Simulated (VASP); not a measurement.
**Ga: relaxation of cell and atoms with PBEsol+D4**

The system is Ga.

```
Ga
1.0
     2.71648    0.00000    0.00000
     0.00000    2.71648    0.00000
     0.00000    0.00000    2.71648
Ga
1
Direct
  0.00000 0.00000 0.00000
```

| Quantity | Value |
| --- | --- |
| Program | VASP 6.6.1 |
| Task | relaxation of cell and atoms |
| Functional | PBEsol |
| Dispersion | D4 |
| Potentials or basis | VASP PAW PBE potentials, release 64 (Ga_d) |
| Cutoff | 600 eV |
| k mesh | 10 × 10 × 10 |
| Occupations | fermi-dirac, width 0.05 eV |
| Spin | no spin polarisation |
| Dipole correction | no |
| Further INCAR settings | ALGO = Fast; EDIFF = 1e-06; IBRION = 2; EDIFFG = -0.01; NSW = 60; ISIF = 3 |

The relaxed volume is 18.05 Å³/atom. The relaxed cell is a = 2.623 Å, b = 2.623 Å, c = 2.623 Å, α = 90.00°, β = 90.00°, γ = 90.00°. The space group after relaxing (to 0.05 Å) is Pm-3m (No. 221). The energy gained by relaxing is 37.2 meV/atom. The ionic steps are 3, the pressure after relaxing is 0.0 GPa and the dispersion energy per atom is -0.290 eV.

Step by step:
```
step  energy change (eV)  largest force (eV/Å)  pressure (GPa)  volume (Å³)
   1              0.0000                0.0000           -5.17        20.05
   2             -0.0368                0.0000           -0.69        18.23
   3             -0.0372                0.0000            0.02        18.05
```

Final structure:
```
Ga
1.0
     2.62309    0.00000    0.00000
     0.00000    2.62309    0.00000
     0.00000    0.00000    2.62309
Ga
1
Direct
  0.00000 0.00000 0.00000
```

Levels at points of the mesh, in eV from the Fermi level:
```tsv
k point	band 3	band 4	band 5	band 6	band 7	band 8	band 9	band 10
(0.00, 0.00, 0.00)	-14.56	-14.56	-14.56	-11.32	9.67	9.67	9.67	12.59
(0.50, 0.00, 0.00)	-14.74	-14.74	-14.54	-6.37	-4.63	13.57	13.57	16.70
(0.50, 0.50, 0.00)	-14.71	-14.71	-14.39	-1.22	-0.82	-0.82	4.20	17.67
(0.50, 0.50, 0.50)	-15.00	-14.38	-14.38	2.85	2.85	2.85	5.09	8.52
```

Wall time 11 s on 1 thread of Intel(R) Xeon(R) 6975P-C (Granite Rapids) (shared host), peak memory 0.15 GiB.

Caveat: the PAW data sets were made with another functional, which shifts forces and pressure a little; pairwise dispersion overbinds metals, which lowers pressure and volume.
